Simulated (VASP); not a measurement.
**Pt: single point with PBEsol**

Crystal: Pt.

```
Pt
1.0
     2.93560    0.00000    0.00000
    -1.46780    2.54230    0.00000
     0.00000    0.00000    4.05620
Pt
2
Direct
  0.66667 0.33333 0.75000
  0.33333 0.66667 0.25000
```

This isn't the form of Pt at room conditions, which is fcc.

This cell differs from its parent crystal: ratio of the length along z to the lengths across it x 0.8, volume and fractional coordinates fixed.

```
Program             : VASP 6.6.1
Task                : single point
Functional          : PBEsol
Potentials or basis : VASP PAW PBE potentials, release 64 (Pt)
Cutoff              : 520 eV
k mesh              : 30 × 30 × 14
Occupations         : gaussian, width 0.15 eV
Spin                : no spin polarisation
```

```
Pressure               : 7.2 GPa
Band gap on the k mesh : zero (bands 10 and 11 overlap by 1.51 eV)
```

Stress tensor (GPa, compression positive):
```
 2.26  0.00  0.00
 0.00  2.26  0.00
 0.00  0.00 17.10
```

Levels at points of the mesh, in eV from the Fermi level:
```tsv
k point	band 6	band 7	band 8	band 9	band 10	band 11	band 12	band 13	band 14	band 15
(0.00, 0.00, 0.00)	-3.65	-2.92	-2.92	-2.44	-0.36	-0.36	1.15	8.05	13.94	18.16
(0.50, 0.00, 0.00)	-2.75	-2.04	-0.89	-0.16	0.74	1.45	2.57	8.96	9.33	10.94
(0.00, 0.00, 0.50)	-4.38	-3.52	-3.52	-0.72	-0.72	-0.72	-0.72	13.59	13.59	18.03
(0.50, 0.00, 0.50)	-2.92	-1.20	-1.20	-0.38	-0.38	1.30	1.30	6.33	6.33	14.85
```

It took 4.8 min on 1 thread of Intel Xeon 8259CL (shared host), peak memory 0.41 GiB.

Caveat: the cell stands under pressure; the PAW data sets were made with another functional, which shifts forces and pressure a little; spin-orbit coupling is left out, which moves the levels of the heavy elements.
